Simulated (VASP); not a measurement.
Write the native input for VASP 6.6.1 that does the following.

* Task: single point
* Functional: PBEsol
* Potentials or basis: VASP PAW PBE potentials, release 64 (Rb_sv, Br)
* Cutoff: 520 eV
* k mesh: 6 × 6 × 6
* Occupations: gaussian, width 0.05 eV
* Spin: no spin polarisation
* Dipole correction: no
* Further INCAR settings: ALGO = Normal; EDIFF = 1e-06; NBANDS = 15

The structure of RbBr lies in POSCAR:

```
RbBr
1.0
    4.0229253675      0.0000000000      0.0000000000
    0.0000000000      4.0229253675      0.0000000000
    0.0000000000      0.0000000000      4.2292292325
Rb Br
1 1
Direct
    0.0000000000      0.0000000000      0.0000000000
    0.5000000000      0.5000000000      0.5000000000
```

This cell differs from its parent crystal: strain -0.025 along x and y, +0.025 along z.

One way to write it, as run:

INCAR

```
ALGO     = Normal         # electronic algorithm
EDIFF    = 1E-6           # SCF threshold, eV
ENCUT    = 520            # plane-wave cutoff, eV
GGA      = PS             # functional
ISIF     = 2              # what is computed and relaxed
ISMEAR   = 0              # smearing method
LASPH    = T              # aspherical terms in the spheres
LCHARG   = F              # write CHGCAR
LREAL    = F              # projectors in reciprocal space
LWAVE    = F              # write WAVECAR
NBANDS   = 15             # bands
NELM     = 100            # most SCF steps
PREC     = Accurate       # precision mode
SIGMA    = 0.05           # smearing width, eV
```

KPOINTS

```
k-points
0
Gamma
  6 6 6
```

Potentials or basis: VASP PAW PBE potentials, release 64 (Rb_sv, Br).

Command:

```console
$ cat potpaw_PBE.64/Rb_sv/POTCAR potpaw_PBE.64/Br/POTCAR > POTCAR
$ mpirun -np 1 vasp_std > vasp.out
```

It gave:

- Pressure: -0.2 GPa
- Band gap on the k mesh: 3.88 eV (least direct gap 4.03 eV)

Caveat: the cell differs from its parent crystal (strain -0.025 along x and y, +0.025 along z); the PAW data sets were made with another functional, which shifts forces and pressure a little.

Wall time 34 s on 1 thread of Intel Xeon 8259CL (shared host), peak memory 0.19 GiB.
